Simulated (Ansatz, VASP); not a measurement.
# Two plane-wave programs on Si2W

```
CELL_PARAMETERS angstrom
4.71723 0.00000 0.00000
-2.35862 4.08525 0.00000
0.00000 0.00000 6.36025
ATOMIC_POSITIONS crystal
Si 0.82383 0.64766 0.50000
Si 0.17617 0.82383 0.83333
Si 0.64766 0.82383 0.16667
Si 0.17617 0.35234 0.50000
Si 0.82383 0.17617 0.83333
Si 0.35234 0.17617 0.16667
W 0.00000 0.50000 0.16667
W 0.50000 0.50000 0.83333
W 0.50000 0.00000 0.50000
```

Alike in both runs: task single point; functional PBE; k mesh 9 × 9 × 6; occupations gaussian, width 0.03 eV; no spin polarisation.

```csv
,VASP,Ansatz
version,VASP 6.6.1,Ansatz 0.2.0
potentials or method,"VASP PAW PBE potentials, release 64 (Si, W_sv), cutoff 520 eV","scalar-relativistic, plane waves, PAW"
valence electrons in the cell,66,66
```

|  | VASP | Ansatz | Ansatz less VASP |
| --- | --- | --- | --- |
| gap on the k mesh at the Fermi level (eV) | 0.19 | 0.19 | 0.000 |
| least direct gap on the mesh (eV) | 0.39 | 0.39 | 0.000 |
| pressure (GPa) | 4.4 | 4.4 | -0.03 |
| traceless stress, the component that is largest in VASP (GPa) | 12.93 | 12.93 | -0.007 |
| rms of the force components (eV/Å) | 0.698 | 0.696 | -0.0015 |

Atom by atom the forces differ by 0.002 eV/Å (rms over components). The functional is the same, so the differences come from potentials, cutoffs and numerics.

Neither program's run includes spin-orbit coupling.
